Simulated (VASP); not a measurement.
# Mn (P6_3/mmc) in VASP: a series of runs

Mn is run at these levels: PBE; tasks: relaxation of shape and atoms at fixed volume.

Program: VASP 6.6.1. These are calculated values, not measurements. Logs are shortened: lines on timing, memory, paths and dates and some standing lists are left out, and cuts for length are marked.

### Step 1. The cell of the first run

Symmetry: P6_3/mmc, No. 194, hexagonal system. The conventional cell has a = 2.404 Å, b = 2.404 Å, c = 3.891 Å, α = 90.00°, β = 90.00°, γ = 120.00°. Mn (site symmetry -6m2) has 12 Mn at 2.39 to 2.40 Å within 3.2 Å.

This isn't the form of Mn at room conditions, which is a 58-atom cubic cell.

### Step 2. Relaxation of shape and atoms at fixed volume, PBE (9.74 Å³/atom)

File INCAR:

```
SYSTEM = Mn
PREC     = Accurate       ! precision mode
ENCUT    = 600            ! plane-wave cutoff, eV
EDIFF    = 1E-6           ! SCF threshold, eV
ISMEAR   = 0              ! smearing method
SIGMA    = 0.1            ! smearing width, eV
LREAL    = .False.        ! projectors in reciprocal space
LASPH    = .True.         ! aspherical terms in the spheres
NELM     = 100            ! most SCF steps
ALGO     = Fast           ! electronic algorithm
ISIF     = 4              ! what is computed and relaxed
LWAVE    = .False.        ! write WAVECAR
LCHARG   = .False.        ! write CHGCAR
GGA      = PE             ! functional
IBRION   = 2              ! ionic algorithm
NSW      = 50             ! ionic steps
EDIFFG   = -0.01          ! ionic threshold
```

File KPOINTS:

```
regular mesh
0
Gamma
  21 21 10
  0 0 0
```

File POSCAR:

```
Mn
1.0
    2.4044728138      0.0000000000      0.0000000000
   -1.2022364069      2.0823345394      0.0000000000
    0.0000000000      0.0000000000      3.8912980168
Mn
2
Direct
    0.6666666667      0.3333333333      0.7500000000
    0.3333333333      0.6666666667      0.2500000000
```

Potentials or basis: VASP PAW PBE potentials, release 64 (Mn_pv).

On the command line:

```console
$ cat potpaw_PBE.64/Mn_pv/POTCAR > POTCAR
$ mpirun -np 1 vasp_std > vasp.out
```

OUTCAR:

```text
SYSTEM = Mn
   PREC = Accurate
   ENCUT = 600
   EDIFF = 1E-6
   ISMEAR = 0
   LREAL = .False.
   LASPH = .True.
   NELM = 100
   ISIF = 4
   GGA = PE
   IBRION = 2
   NSW = 50
   EDIFFG = -0.01

 ion  position               nearest neighbor table
   1  0.667  0.333  0.750-   2 2.39   2 2.39   2 2.39   2 2.39   2 2.39   2 2.39
   2  0.333  0.667  0.250-   1 2.39   1 2.39   1 2.39   1 2.39   1 2.39   1 2.39

  LATTYP: Found a hexagonal cell.
 ALAT       =     2.4044728138
 C/A-ratio  =     1.6183580843

  Lattice vectors:

 A1 = (   2.4044728138,   0.0000000000,   0.0000000000)
 A2 = (  -1.2022364069,   2.0823345394,   0.0000000000)
 A3 = (   0.0000000000,   0.0000000000,   3.8912980168)

Analysis of symmetry for initial positions (statically):
=====================================================================
 Subroutine PRICEL returns:
 Original cell was already a primitive cell.

 Routine SETGRP: Setting up the symmetry group for a
 hexagonal supercell.

 Subroutine GETGRP returns: Found 24 space group operations
 (whereof 12 operations were pure point group operations)
 out of a pool of 24 trial point group operations.

The static configuration has the point symmetry D_3d.
 The point group associated with its full space group is D_6h.

Analysis of symmetry for dynamics (positions and initial velocities):
=====================================================================
 Subroutine PRICEL returns:
 Original cell was already a primitive cell.

 Routine SETGRP: Setting up the symmetry group for a
 hexagonal supercell.

 Subroutine GETGRP returns: Found 24 space group operations
 (whereof 12 operations were pure point group operations)
 out of a pool of 24 trial point group operations.

The dynamic configuration has the point symmetry D_3d.
 The point group associated with its full space group is D_6h.

 Subroutine INISYM returns: Found 24 space group operations
 (whereof 12 operations are pure point group operations),
 and found     1 'primitive' translations

----------------------------------------------------------------------------------------

                                     Primitive cell

  volume of cell :      19.4834

  direct lattice vectors                    reciprocal lattice vectors
     2.404472814  0.000000000  0.000000000     0.415891581  0.240115116  0.000000000
    -1.202236407  2.082334539  0.000000000     0.000000000  0.480230233  0.000000000
     0.000000000  0.000000000  3.891298017     0.000000000  0.000000000  0.256983658

  length of vectors
     2.404472814  2.404472814  3.891298017     0.480230232  0.480230233  0.256983658

  position of ions in fractional coordinates (direct lattice)
     0.666666667  0.333333333  0.750000000
     0.333333333  0.666666667  0.250000000

  ion indices of the primitive-cell ions
   primitive index   ion index
                 1           1
                 2           2

----------------------------------------------------------------------------------------

 KPOINTS: regular mesh

Automatic generation of k-mesh.
 Grid dimensions read from file:
 generate k-points for:   21   21   10

 Generating k-lattice:

  Cartesian coordinates                     Fractional coordinates (reciprocal lattice)
     0.019804361  0.011434053  0.000000000     0.047619048  0.000000000  0.000000000
     0.000000000  0.022868106  0.000000000     0.000000000  0.047619048  0.000000000
     0.000000000  0.000000000  0.025698366     0.000000000  0.000000000  0.100000000

  Length of vectors
     0.022868106  0.022868106  0.025698366

  Shift w.r.t. Gamma in fractional coordinates (k-lattice)
     0.000000000  0.000000000  0.000000000

 Subroutine IBZKPT returns following result:
 ===========================================

 Found    288 irreducible k-points:

 Following reciprocal coordinates:
            Coordinates               Weight
  0.000000  0.000000  0.000000      1.000000
  0.047619 -0.000000  0.000000      6.000000
  0.095238 -0.000000  0.000000      6.000000
  0.142857 -0.000000  0.000000      6.000000
  0.190476 -0.000000  0.000000      6.000000
  0.238095  0.000000  0.000000      6.000000
[... 16 lines left out ...]
  0.142857  0.095238  0.000000     12.000000
  0.190476  0.095238  0.000000     12.000000
 [... further k-points ...]
   k-points           NKPTS =    288   k-points in BZ     NKDIM =    288   number of bands    NBANDS=     17
   number of dos      NEDOS =    301   number of ions     NIONS =      2
   total plane-waves  NPLWV =  12800
   dimension x,y,z NGX =    20 NGY =   20 NGZ =   32
   dimension x,y,z NGXF=    40 NGYF=   40 NGZF=   64
   ions per type =               2
   NGX,Y,Z   is equivalent  to a cutoff of  13.83, 13.83, 13.67 a.u.
   NGXF,Y,Z  is equivalent  to a cutoff of  27.66, 27.66, 27.34 a.u.
 SYSTEM =  Mn
   PREC   = accura    normal or accurate (medium, high low for compatibility)
   ISTART =      0    job   : 0-new  1-cont  2-samecut
   ICHARG =      2    charge: 1-file 2-atom 10-const
   ISPIN  =      1    spin polarized calculation?
   LNONCOLLINEAR =      F non collinear calculations
   LSORBIT =      F    spin-orbit coupling
   LASPH  =      T    aspherical Exc in radial PAW
   ENCUT  =  600.0 eV  44.10 Ry    6.64 a.u.   4.80  4.80  7.77*2*pi/ulx,y,z
   NELM   =    100;   NELMIN=  2; NELMDL= -5     # of ELM steps
   EDIFF  = 0.1E-05   stopping-criterion for ELM
   LREAL  =      F    real-space projection
   EDIFFG = -.1E-01   stopping-criterion for IOM
   NSW    =     50    number of steps for IOM
   IBRION =      2    ionic relax: 0-MD 1-quasi-New 2-CG
   NFREE  =      1    steps in history (QN), initial steepest desc. (CG)
   ISIF   =      4    stress and relaxation
   ISYM   =      2    0-nonsym 1-usesym 2-fastsym
   POTIM  = 0.5000    time-step for ionic-motion
   TEBEG  =    0.0;   TEEND  =   0.0 temperature during run
   PSTRESS=    0.0 pullay stress
   NELECT =      26.0000    total number of electrons
   NUPDOWN=      -1.0000    fix difference up-down
   EMIN   =  10.00;   EMAX   =-10.00  energy-range for DOS
   EFERMI =   0.00;   METHOD = LEGACY
   ISMEAR =     0;   SIGMA  =   0.10  broadening in eV -4-tet -1-fermi 0-gaus
   EFERMI_NEDOS =   21; number of points for ismear=-14 and -15
   IALGO  =     68    algorithm
   IMIX   =      4    mixing-type and parameters
     AMIX     =   0.40;   BMIX     =  1.00
     AMIX_MAG =   1.60;   BMIX_MAG =  1.00
  volume/ion in A,a.u.               =       9.74        65.74
  Fermi-wavevector in a.u.,A,eV,Ry     =   1.802372  3.405988 44.199114  3.248543
  Thomas-Fermi vector in A             =   2.862701
   LORBIT       =      0    0 simple, 1 ext, 2 COOP (PROOUT), +10 PAW based schemes
   GGA     = PE    functional components
   LHFCALC =     F    Hartree Fock is set to
   AEXX    =    0.0000 exact exchange contribution
   IVDW    =     0    specifies the selected vdW correction
   LEPSILON=     F    determine dielectric tensor
   LRPA    =     F    only Hartree local field effects (RPA)
 conjugate gradient relaxation of ions
 non-spin polarized calculation
 RMM-DIIS sequential band-by-band and
 Gauss-broadening in eV      SIGMA  =   0.10
  energy-cutoff  :      600.00
  volume of cell :       19.48
 maximum number of plane-waves:       666
 NGX is ok and might be reduce to    20
   NGX =  9   NGY =  9   NGZ = 15

--------------------------------------- Ionic step        1  -------------------------------------------

 number of electron      25.9999978 magnetization

 Free energy of the ion-electron system (eV)
  ---------------------------------------------------
  ext. energy  EPLUGINS =         0.00000000
  ---------------------------------------------------
  free energy    TOTEN  =       -17.71469617 eV

  energy without entropy =      -17.70147861  energy(sigma->0) =      -17.70808739

------------------------ aborting loop because EDIFF is reached ----------------------------------------

  FORCE on cell =-STRESS in cart. coord.  units (eV):
  Direction    XX          YY          ZZ          XY          YZ          ZX
  --------------------------------------------------------------------------------------
  -------------------------------------------------------------------------------------
  Total        3.9716766      3.9716766      3.9301649     -0.0000000      0.0000000      0.0000000
  in kB      326.6025643    326.6025643    323.1889409     -0.0000000      0.0000000      0.0000000
  external PRESSURE =     325.4646898 kB  Pullay stress =       0.0000000 kB

 VOLUME and BASIS-vectors are now :
 -----------------------------------------------------------------------------
  energy-cutoff  :      600.00
  volume of cell :       19.48
      direct lattice vectors                 reciprocal lattice vectors
     2.404472814  0.000000000  0.000000000     0.415891581  0.240115116  0.000000000
    -1.202236407  2.082334539  0.000000000     0.000000000  0.480230233  0.000000000
     0.000000000  0.000000000  3.891298017     0.000000000  0.000000000  0.256983658

 POSITION                                       TOTAL-FORCE (eV/Angst)
 -----------------------------------------------------------------------------------
      1.20224      0.69411      2.91847         0.000000      0.000000      0.000000
     -0.00000      1.38822      0.97282        -0.000000     -0.000000      0.000000
 -----------------------------------------------------------------------------------
    total drift:                               -0.000000      0.000000     -0.000000

  FREE ENERGIE OF THE ION-ELECTRON SYSTEM (eV)
  ---------------------------------------------------
  free  energy   TOTEN  =       -17.7146961697 eV

  energy  without entropy=      -17.7014786140  energy(sigma->0) =      -17.70808739

--------------------------------------- Ionic step        2  -------------------------------------------

 number of electron      25.9999978 magnetization

 Free energy of the ion-electron system (eV)
  ---------------------------------------------------
  ext. energy  EPLUGINS =         0.00000000
  ---------------------------------------------------
  free energy    TOTEN  =       -17.71470427 eV

  energy without entropy =      -17.70148715  energy(sigma->0) =      -17.70809571

 E-fermi :  11.8166     XC(G=0): -14.6222

 val. band max:       11.8147929385   @ k =   0.2857   0.2857   0.5000
 cond. band min:      11.8285173950   @ k =   0.4286  -0.0000   0.4000
 fundamental gap:      0.0137244565
 Fermi energy:        11.8166267359

 k-point     1 :       0.0000    0.0000    0.0000
  band No.  band energies     occupation
      1     -36.6431      2.00000
      2     -35.7312      2.00000
      3     -35.7312      2.00000
      4     -35.5904      2.00000
      5     -35.5904      2.00000
      6     -35.5779      2.00000
[... 9 lines left out ...]
     16      12.7465      0.00000
     17      13.6557      0.00000

 k-point     2 :       0.0476   -0.0000    0.0000
  band No.  band energies     occupation
      1     -36.6353      2.00000
      2     -35.7485      2.00000
      3     -35.7368      2.00000
      4     -35.6084      2.00000
      5     -35.5928      2.00000
      6     -35.5808      2.00000
[... 9 lines left out ...]
     16      12.2355      0.00000
     17      13.6764      0.00000

 k-point     3 :       0.0952   -0.0000    0.0000
  band No.  band energies     occupation
      1     -36.6121      2.00000
      2     -35.7988      2.00000
      3     -35.7528      2.00000
      4     -35.6604      2.00000
      5     -35.6000      2.00000
      6     -35.5895      2.00000
[... 392 lines left out ...]
 k-point    23 :       0.1429    0.0952    0.0000
  band No.  band energies     occupation
      1     -36.5045      2.00000
      2     -35.9929      2.00000
      3     -35.9238      2.00000
      4     -35.7849      2.00000
      5     -35.6524      2.00000
      6     -35.6339      2.00000
[... 9 lines left out ...]
     16      12.3368      0.00000
     17      13.8519      0.00000

 k-point    24 :       0.1905    0.0952    0.0000
  band No.  band energies     occupation
      1     -36.4462      2.00000
      2     -36.0968      2.00000
      3     -36.0121      2.00000
      4     -35.8327      2.00000
      5     -35.6765      2.00000
      6     -35.6609      2.00000
[... 9 lines left out ...]
     16      12.8042      0.00000
     17      13.8931      0.00000

 [... further k-points ...]
[... 5 lines left out ...]
  --------------------------------------------------------------------------------------
  -------------------------------------------------------------------------------------
  Total        3.9470180      3.9470180      3.9614192      0.0000000      0.0000000      0.0000000
  in kB      324.5748224    324.5748224    325.7590714      0.0000000      0.0000000      0.0000000
  external PRESSURE =     324.9695720 kB  Pullay stress =       0.0000000 kB

 VOLUME and BASIS-vectors are now :
 -----------------------------------------------------------------------------
  energy-cutoff  :      600.00
  volume of cell :       19.48
      direct lattice vectors                 reciprocal lattice vectors
     2.405275627  0.000000000  0.000000000     0.415752768  0.240034973  0.000000000
    -1.202637814  2.083029796  0.000000000     0.000000000  0.480069945 -0.000000000
    -0.000000000  0.000000000  3.888700838     0.000000000  0.000000000  0.257155292

 POSITION                                       TOTAL-FORCE (eV/Angst)
 -----------------------------------------------------------------------------------
      1.20264      0.69434      2.91653        -0.000000     -0.000000      0.000000
     -0.00000      1.38869      0.97218         0.000000      0.000000      0.000000
 -----------------------------------------------------------------------------------
    total drift:                               -0.000000      0.000000     -0.000000

  FREE ENERGIE OF THE ION-ELECTRON SYSTEM (eV)
  ---------------------------------------------------
  free  energy   TOTEN  =       -17.7147042737 eV

  energy  without entropy=      -17.7014871516  energy(sigma->0) =      -17.70809571

 reached required accuracy - stopping structural energy minimisation
```

Run time: 75 s. Hardware: 1 thread of AMD EPYC 9R45 (Zen 5), shared host; peak memory 0.18 GiB.

Results:

```yaml
Free_energy: -17.7147 eV
Energy_gained_by_relaxing: 0.0 meV/atom
Ionic_steps: 2
Pressure_after_relaxing: 32.5 GPa
Band_gap_on_the_k_mesh: zero (bands 13 and 14 overlap by 2.49 eV)
```

Final structure:
```
CELL_PARAMETERS angstrom
2.40528 0.00000 0.00000
-1.20264 2.08303 0.00000
0.00000 0.00000 3.88870
ATOMIC_POSITIONS crystal
Mn 0.66667 0.33333 0.75000
Mn 0.33333 0.66667 0.25000
```

Caveat: the run has no spin polarisation, though such a crystal can be magnetic. Spin polarisation is off, so any magnetic state and its effect on volume and gap are missing.

(Part 1 of 2 ends here.)
